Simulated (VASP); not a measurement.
A run of VASP 6.6.1 is set up as follows.

The input INCAR:

```
SYSTEM = H2PbO2
  PREC = Accurate
  ENCUT = 520
  EDIFF = 1E-6
  ISMEAR = 0
  SIGMA = 0.1
  LREAL = .False.
  LASPH = .True.
  NELM = 60
  ALGO = Normal
  ISIF = 2
  LWAVE = .False.
  LCHARG = .False.
  GGA = PE
  IVDW = 12
  NBANDS = 39
```

Contents of KPOINTS:

```
regular mesh
0
Gamma
  6 6 10
  0 0 0
```

Contents of POSCAR:

```
H2PbO2
1.0
    5.5548918803      0.0000000000      0.0000000000
    0.0000000000      5.5548918803      0.0000000000
    0.0000000000      0.0000000000      3.2141389927
Pb O H
2 4 4
Direct
    0.0000000000      1.0000000000      0.0000000000
    0.5000000000      0.5000000000      0.5000000000
    0.2922750528      0.2922750528      0.0000000000
    0.2077249472      0.7922750528      0.5000000000
    0.7077249472      0.7077249472      0.0000000000
    0.7922750528      0.2077249472      0.5000000000
    0.0000000000      0.5000000000      0.2500000000
    0.0000000000      0.5000000000      0.7500000000
    0.5000000000      0.0000000000      0.2500000000
    0.5000000000      0.0000000000      0.7500000000
```

Potentials or basis: VASP PAW PBE potentials, release 64 (Pb_d, O, H).

Run with:

```sh
$ cat potpaw_PBE.64/Pb_d/POTCAR potpaw_PBE.64/O/POTCAR potpaw_PBE.64/H/POTCAR > POTCAR
$ mpirun -np 1 vasp_std > vasp.out
```

(1) What does it give for the dispersion energy per atom?

(2) Predict the largest force.

(3) What does it give for the band gap on the k mesh?

(4) Predict the pressure.

## Answers

(1) -0.187 eV.

(2) 0.018 eV/Å.

(3) zero (bands 28 and 29 overlap by 1.03 eV).

(4) 0.1 GPa.

Caveat: spin-orbit coupling is left out, which moves the levels of the heavy elements.
